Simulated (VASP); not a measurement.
Here is a VASP 6.6.1 calculation.

Contents of INCAR:

```
SYSTEM = YB
PREC = Accurate
ENCUT = 520
EDIFF = 1E-6
ISMEAR = 0
SIGMA = 0.05
LREAL = .FALSE.
LASPH = .TRUE.
NELM = 80
ALGO = Normal
ISIF = 2
LWAVE = .FALSE.
LCHARG = .TRUE.
GGA = PS
LELF = .TRUE.
LVHAR = .TRUE.
NBANDS = 14
```

KPOINTS

```
Automatic mesh
0
G
  10 10 10
  0 0 0
```

POSCAR

```
YB
1.0
    0.0000000000      2.6470820792      2.6470820792
    2.6470820792      0.0000000000      2.6470820792
    2.6470820792      2.6470820792      0.0000000000
Y B
1 1
Direct
    0.5000000000      0.5000000000      0.5000000000
    0.0000000000      0.0000000000      0.0000000000
```

Potentials or basis: VASP PAW PBE potentials, release 64 (Y_sv, B).

Command:

```console
$ cat potpaw_PBE.64/Y_sv/POTCAR potpaw_PBE.64/B/POTCAR > POTCAR
$ mpirun -np 1 vasp_std > vasp.out
```

(1) What does it give for the pressure?

(2) What does it give for the band gap on the k mesh?

## Answers

(1) -0.1 GPa.

(2) zero (bands 7 and 8 overlap by 3.14 eV).

Caveat: the PAW data sets were made with another functional, which shifts forces and pressure a little.
